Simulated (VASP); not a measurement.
# Au (Fm-3m) in VASP: notebook

Au is run at these levels: PBE; tasks: single point.

All numbers are computed with VASP 6.6.1; they aren't measurements. Logs are shortened: lines on timing, memory, paths and dates and some standing lists are left out, and cuts for length are marked.

## Step 1: The cell of the first run

Symmetry: Fm-3m, No. 225, cubic system. The conventional cell has a = 4.070 Å, b = 4.070 Å, c = 4.070 Å, α = 90.00°, β = 90.00°, γ = 90.00°. Au (site symmetry m-3m) has 12 Au at 2.88 Å within 3.8 Å.

## Step 2: Single point, PBE, non-collinear spin, zero start, spin-orbit coupling

File INCAR:

```
PREC     = Accurate       # precision mode
ENCUT    = 520            # plane-wave cutoff, eV
EDIFF    = 1E-6           # SCF threshold, eV
ISMEAR   = -1             # smearing method
SIGMA    = 0.05           # smearing width, eV
LREAL    = F              # projectors in reciprocal space
LASPH    = T              # aspherical terms in the spheres
NELM     = 150            # most SCF steps
ALGO     = Fast           # electronic algorithm
ISIF     = 2              # what is computed and relaxed
LWAVE    = F              # write WAVECAR
LCHARG   = T              # write CHGCAR
MAGMOM   = 0 0 0          # initial moments
LORBIT   = 11             # projections on sites
LSORBIT  = T              # spin-orbit coupling
GGA_COMPAT= F            
LORBMOM  = T            
LMAXMIX  = 4              # l up to which the mixer works
GGA      = PE             # functional
LVHAR    = T            
NBANDS   = 22             # bands
```

File KPOINTS:

```
regular mesh
0
Gamma
  8 8 8
```

File POSCAR:

```
Au
1.0
    0.0000000000      2.0350000000      2.0350000000
    2.0350000000      0.0000000000      2.0350000000
    2.0350000000      2.0350000000      0.0000000000
Au
1
Direct
    0.0000000000      0.0000000000      0.0000000000
```

Potentials or basis: VASP PAW PBE potentials, release 64 (Au).

Run with:

```sh
$ cat potpaw_PBE.64/Au/POTCAR > POTCAR
$ mpirun -np 1 vasp_ncl > vasp.out
```

OUTCAR:

```text
PREC = Accurate
   ENCUT = 520
   EDIFF = 1E-6
   ISMEAR = -1
   LREAL = F
   LASPH = T
   NELM = 150
   ISIF = 2
   LORBIT = 11
   LSORBIT = T
   GGA = PE

 ion  position               nearest neighbor table
   1  0.000  0.000  0.000-

  LATTYP: Found a face centered cubic cell.
 ALAT       =     4.0700000000

  Lattice vectors:

 A1 = (   0.0000000000,   2.0350000000,   2.0350000000)
 A2 = (   2.0350000000,   0.0000000000,   2.0350000000)
 A3 = (   2.0350000000,   2.0350000000,   0.0000000000)

Analysis of symmetry for initial positions (statically):
=====================================================================
 Subroutine PRICEL returns:
 Original cell was already a primitive cell.

 Routine SETGRP: Setting up the symmetry group for a
 face centered cubic supercell.

 Subroutine GETGRP returns: Found 48 space group operations
[... 9 lines left out ...]

 Routine SETGRP: Setting up the symmetry group for a
 face centered cubic supercell.

 Subroutine GETGRP returns: Found 48 space group operations
 (whereof 48 operations were pure point group operations)
 out of a pool of 48 trial point group operations.

The dynamic configuration has the point symmetry O_h .

Analysis of structural, dynamic, and magnetic symmetry:
=====================================================================
 Subroutine PRICEL returns:
 Original cell was already a primitive cell.

 Routine SETGRP: Setting up the symmetry group for a
 face centered cubic supercell.

 Subroutine GETGRP returns: Found 48 space group operations
 (whereof 48 operations were pure point group operations)
 out of a pool of 48 trial point group operations.

The overall configuration has the point symmetry O_h .

 Subroutine INISYM returns: Found 48 space group operations
[... 5 lines left out ...]
                                     Primitive cell

  volume of cell :      16.8548

  direct lattice vectors                    reciprocal lattice vectors
     0.000000000  2.035000000  2.035000000    -0.245700246  0.245700246  0.245700246
     2.035000000  0.000000000  2.035000000     0.245700246 -0.245700246  0.245700246
     2.035000000  2.035000000  0.000000000     0.245700246  0.245700246 -0.245700246

  length of vectors
     2.877924599  2.877924599  2.877924599     0.425565309  0.425565309  0.425565309

  position of ions in fractional coordinates (direct lattice)
     0.000000000  0.000000000  0.000000000

  ion indices of the primitive-cell ions
   primitive index   ion index
                 1           1

----------------------------------------------------------------------------------------

 KPOINTS: regular mesh

Automatic generation of k-mesh.
 Grid dimensions read from file:
 generate k-points for:    8    8    8

 Generating k-lattice:

  Cartesian coordinates                     Fractional coordinates (reciprocal lattice)
    -0.030712531  0.030712531  0.030712531     0.125000000  0.000000000  0.000000000
     0.030712531 -0.030712531  0.030712531     0.000000000  0.125000000  0.000000000
     0.030712531  0.030712531 -0.030712531     0.000000000  0.000000000  0.125000000

  Length of vectors
     0.053195664  0.053195664  0.053195664

  Shift w.r.t. Gamma in fractional coordinates (k-lattice)
     0.000000000  0.000000000  0.000000000

 Subroutine IBZKPT returns following result:
 ===========================================

 Found     29 irreducible k-points:

 Following reciprocal coordinates:
            Coordinates               Weight
  0.000000  0.000000  0.000000      1.000000
  0.125000  0.000000  0.000000      8.000000
  0.250000  0.000000  0.000000      8.000000
  0.375000  0.000000  0.000000      8.000000
  0.500000  0.000000  0.000000      4.000000
  0.125000  0.125000  0.000000      6.000000
[... 16 lines left out ...]
  0.500000  0.250000  0.125000     48.000000
 -0.375000  0.250000  0.125000     24.000000
 [... further k-points ...]
   k-points           NKPTS =     29   k-points in BZ     NKDIM =     29   number of bands    NBANDS=     22
   number of dos      NEDOS =    301   number of ions     NIONS =      1
   total plane-waves  NPLWV =  13824
   dimension x,y,z NGX =    24 NGY =   24 NGZ =   24
   dimension x,y,z NGXF=    48 NGYF=   48 NGZF=   48
   ions per type =               1
   NGX,Y,Z   is equivalent  to a cutoff of  13.86, 13.86, 13.86 a.u.
   NGXF,Y,Z  is equivalent  to a cutoff of  27.73, 27.73, 27.73 a.u.
 SYSTEM =  unknown system
   PREC   = accura    normal or accurate (medium, high low for compatibility)
   ISTART =      0    job   : 0-new  1-cont  2-samecut
   ICHARG =      2    charge: 1-file 2-atom 10-const
   ISPIN  =      1    spin polarized calculation?
   LNONCOLLINEAR =      T non collinear calculations
   LSORBIT =      T    spin-orbit coupling
   LASPH  =      T    aspherical Exc in radial PAW
   ENCUT  =  520.0 eV  38.22 Ry    6.18 a.u.   5.35  5.35  5.35*2*pi/ulx,y,z
   NELM   =    150;   NELMIN=  2; NELMDL= -5     # of ELM steps
   EDIFF  = 0.1E-05   stopping-criterion for ELM
   LREAL  =      F    real-space projection
   EDIFFG = 0.1E-04   stopping-criterion for IOM
   NSW    =      0    number of steps for IOM
   IBRION =     -1    ionic relax: 0-MD 1-quasi-New 2-CG
   NFREE  =      0    steps in history (QN), initial steepest desc. (CG)
   ISIF   =      2    stress and relaxation
   ISYM   =      2    0-nonsym 1-usesym 2-fastsym
   POTIM  = 0.5000    time-step for ionic-motion
   TEBEG  =    0.0;   TEEND  =   0.0 temperature during run
   PSTRESS=    0.0 pullay stress
   NELECT =      11.0000    total number of electrons
   NUPDOWN=      -1.0000    fix difference up-down
   EMIN   =  10.00;   EMAX   =-10.00  energy-range for DOS
   EFERMI =   0.00;   METHOD = LEGACY
   ISMEAR =    -1;   SIGMA  =   0.05  broadening in eV -4-tet -1-fermi 0-gaus
   EFERMI_NEDOS =   21; number of points for ismear=-14 and -15
   IALGO  =     68    algorithm
   IMIX   =      4    mixing-type and parameters
     AMIX     =   0.40;   BMIX     =  1.00
     AMIX_MAG =   1.60;   BMIX_MAG =  1.00
  volume/ion in A,a.u.               =      16.85       113.74
  Fermi-wavevector in a.u.,A,eV,Ry     =   1.420032  2.683470 27.436005  2.016489
  Thomas-Fermi vector in A             =   2.540990
   LORBIT       =     11    0 simple, 1 ext, 2 COOP (PROOUT), +10 PAW based schemes
   GGA     = PE    functional components
   LHFCALC =     F    Hartree Fock is set to
   AEXX    =    0.0000 exact exchange contribution
   IVDW    =     0    specifies the selected vdW correction
   LEPSILON=     F    determine dielectric tensor
   LRPA    =     F    only Hartree local field effects (RPA)
 RMM-DIIS sequential band-by-band and
  energy-cutoff  :      520.00
  volume of cell :       16.85
 maximum number of plane-waves:       938
 NGX is ok and might be reduce to    24
   NGX = 11   NGY = 11   NGZ = 11

 number of electron      11.0000000 magnetization       0.0000000      0.0000000      0.0000000

 number of electron      10.9999999 magnetization       0.0000000     -0.0000000      0.0000000

 number of electron      10.9999999 magnetization       0.0000000     -0.0000000     -0.0000000

 Free energy of the ion-electron system (eV)
  ---------------------------------------------------
  ext. energy  EPLUGINS =         0.00000000
  ---------------------------------------------------
  free energy    TOTEN  =        -3.44128884 eV

  energy without entropy =       -3.43625157  energy(sigma->0) =       -3.43877020

 E-fermi :   9.6965     XC(G=0): -12.7899

 val. band max:        9.6136980128   @ k =   0.5000   0.2500   0.1250
 cond. band min:       9.8693448528   @ k =   0.5000   0.3750   0.1250
 fundamental gap:      0.2556468400
 Fermi energy:         9.6965066184

 k-point     1 :       0.0000    0.0000    0.0000
  band No.  band energies     occupation
      1      -0.3143      1.00000
      2      -0.3143      1.00000
      3       4.2864      1.00000
      4       4.2864      1.00000
      5       4.2864      1.00000
      6       4.2864      1.00000
[... 14 lines left out ...]
     21      33.1782      0.00000
     22      33.1782      0.00000

 k-point     2 :       0.1250    0.0000    0.0000
  band No.  band energies     occupation
      1       0.2192      1.00000
      2       0.2192      1.00000
      3       4.2786      1.00000
      4       4.2786      1.00000
      5       4.3585      1.00000
      6       4.3585      1.00000
[... 14 lines left out ...]
     21      32.8761      0.00000
     22      32.8761      0.00000

 k-point     3 :       0.2500    0.0000    0.0000
  band No.  band energies     occupation
      1       1.4777      1.00000
      2       1.4777      1.00000
      3       4.3852      1.00000
      4       4.3852      1.00000
      5       4.4516      1.00000
      6       4.4516      1.00000
[... 14 lines left out ...]
     21      31.6146      0.00000
     22      31.6154      0.00000
[... 476 lines left out ...]
 k-point    23 :       0.5000    0.2500    0.1250
  band No.  band energies     occupation
      1       3.1333      1.00000
      2       3.1333      1.00000
      3       4.0414      1.00000
      4       4.0414      1.00000
      5       4.5846      1.00000
      6       4.5846      1.00000
[... 14 lines left out ...]
     21      32.2055      0.00000
     22      32.2055      0.00000

 k-point    24 :      -0.3750    0.2500    0.1250
  band No.  band energies     occupation
      1       3.1188      1.00000
      2       3.1188      1.00000
      3       3.9523      1.00000
      4       3.9523      1.00000
      5       5.1335      1.00000
      6       5.1335      1.00000
[... 14 lines left out ...]
     21      33.6396      0.00000
     22      33.6396      0.00000

 [... further k-points ...]

------------------------ aborting loop because EDIFF is reached ----------------------------------------

  FORCE on cell =-STRESS in cart. coord.  units (eV):
  Direction    XX          YY          ZZ          XY          YZ          ZX
  --------------------------------------------------------------------------------------
  -------------------------------------------------------------------------------------
  Total        1.0976808      1.0976808      1.0976808     -0.0000000      0.0000000      0.0000000
  in kB      104.3430251    104.3430251    104.3430251     -0.0000000      0.0000000      0.0000000
  external PRESSURE =     104.3430251 kB  Pullay stress =       0.0000000 kB

 VOLUME and BASIS-vectors are now :
 -----------------------------------------------------------------------------
  energy-cutoff  :      520.00
  volume of cell :       16.85
      direct lattice vectors                 reciprocal lattice vectors
     0.000000000  2.035000000  2.035000000    -0.245700246  0.245700246  0.245700246
     2.035000000  0.000000000  2.035000000     0.245700246 -0.245700246  0.245700246
     2.035000000  2.035000000  0.000000000     0.245700246  0.245700246 -0.245700246

 POSITION                                       TOTAL-FORCE (eV/Angst)
 -----------------------------------------------------------------------------------
      0.00000      0.00000      0.00000        -0.000000      0.000000     -0.000000
 -----------------------------------------------------------------------------------
    total drift:                                0.000000      0.000000      0.000000

  FREE ENERGIE OF THE ION-ELECTRON SYSTEM (eV)
  ---------------------------------------------------
  free  energy   TOTEN  =        -3.4412888368 eV

  energy  without entropy=       -3.4362515704  energy(sigma->0) =       -3.43877020

 orbital moment (x)

 # of ion     p       d       tot
 ----------------------------------------
  1         0.000   0.000   0.000
 ----------------------------------------
            0.000   0.000   0.000

 orbital moment (y)

 # of ion     p       d       tot
 ----------------------------------------
  1         0.000   0.000   0.000
 ----------------------------------------
            0.000   0.000   0.000

 orbital moment (z)

 # of ion     p       d       tot
 ----------------------------------------
  1         0.000   0.000   0.000
 ----------------------------------------
            0.000   0.000   0.000

 Spin-Orbit-Coupling matrix elements

 Ion:    1  E_soc:     -0.5879424
 l=   1
     0.0000000    -0.0263732    -0.0263732
    -0.0263732     0.0000000    -0.0263732
    -0.0263732    -0.0263732     0.0000000
 l=   2
     0.0000000    -0.0156140     0.0000000    -0.0156140    -0.0560032
    -0.0156140     0.0000000    -0.0420024    -0.0156140    -0.0140008
     0.0000000    -0.0420024     0.0000000    -0.0420024     0.0000000
    -0.0156140    -0.0156140    -0.0420024     0.0000000    -0.0140008
    -0.0560032    -0.0140008     0.0000000    -0.0140008     0.0000000
 l=   3
     0.0000000     0.0000000     0.0000000     0.0000000     0.0000000     0.0000000     0.0000000
     0.0000000     0.0000000     0.0000000     0.0000000     0.0000000     0.0000000     0.0000000
     0.0000000     0.0000000     0.0000000     0.0000000     0.0000000     0.0000000     0.0000000
     0.0000000     0.0000000     0.0000000     0.0000000     0.0000000     0.0000000     0.0000000
     0.0000000     0.0000000     0.0000000     0.0000000     0.0000000     0.0000000     0.0000000
     0.0000000     0.0000000     0.0000000     0.0000000     0.0000000     0.0000000     0.0000000
     0.0000000     0.0000000     0.0000000     0.0000000     0.0000000     0.0000000     0.0000000

 total charge

# of ion       s       p       d       tot
------------------------------------------
    1        0.550   0.376   8.747   9.673

 magnetization (x)

# of ion       s       p       d       tot
------------------------------------------
    1        0.000  -0.000   0.000   0.000

 magnetization (y)

# of ion       s       p       d       tot
------------------------------------------
    1       -0.000  -0.000  -0.000  -0.000

 magnetization (z)

# of ion       s       p       d       tot
------------------------------------------
    1       -0.000   0.000   0.000  -0.000
```

Wall time 26 s (1 thread of AMD EPYC 7R13 (Zen 3), shared host); peak memory 0.17 GiB.

Results:

```yaml
Free_energy: -3.4413 eV
Pressure: 10.4 GPa
Net_moment: 0.00 μB per cell
Valence_electrons_inside_the_program's_atomic_spheres: Au 9.67
```

Moments on the atoms (μB; x, y, z):
```
Au  0.00 0.00 0.00
```

## Step 3: Single point, PBE

File INCAR:

```
PREC = Accurate
ENCUT = 520
EDIFF = 1E-7
ISMEAR = -1
SIGMA = 0.03
LREAL = F
LASPH = T
NELM = 60
ALGO = Normal
ISIF = 2
LWAVE = F
LCHARG = F
GGA = PE
NBANDS = 12
```

File KPOINTS:

```
Automatic mesh
0
Gamma
  8 8 8
```

POSCAR is that of step 2.

Potentials or basis: VASP PAW PBE potentials, release 64 (Au).

Run with:

```sh
$ cat potpaw_PBE.64/Au/POTCAR > POTCAR
$ mpirun -np 1 vasp_std > vasp.out
```

Wall time 3.2 s (1 thread of AMD EPYC 9R45 (Zen 5), shared host); peak memory 0.11 GiB.

The run converged. Its results:

```
Free energy : -3.1473 eV
Pressure    : 11.5 GPa
```

Levels at points of the mesh, in eV from the Fermi level:
```csv
k point,band 2,band 3,band 4,band 5,band 6,band 7,band 8,band 9,band 10,band 11
"(0.00, 0.00, 0.00)",-4.68,-4.68,-4.68,-3.13,-3.13,14.57,18.64,18.64,18.64,23.57
"(0.50, 0.00, 0.00)",-4.72,-4.72,-1.91,-1.91,-0.94,3.20,14.02,17.28,17.28,25.16
"(0.50, 0.50, 0.00)",-6.78,-1.95,-1.58,-1.58,1.06,5.94,10.11,10.11,17.40,20.04
```

Caveat: spin-orbit coupling is left out, which moves the levels of the heavy elements.
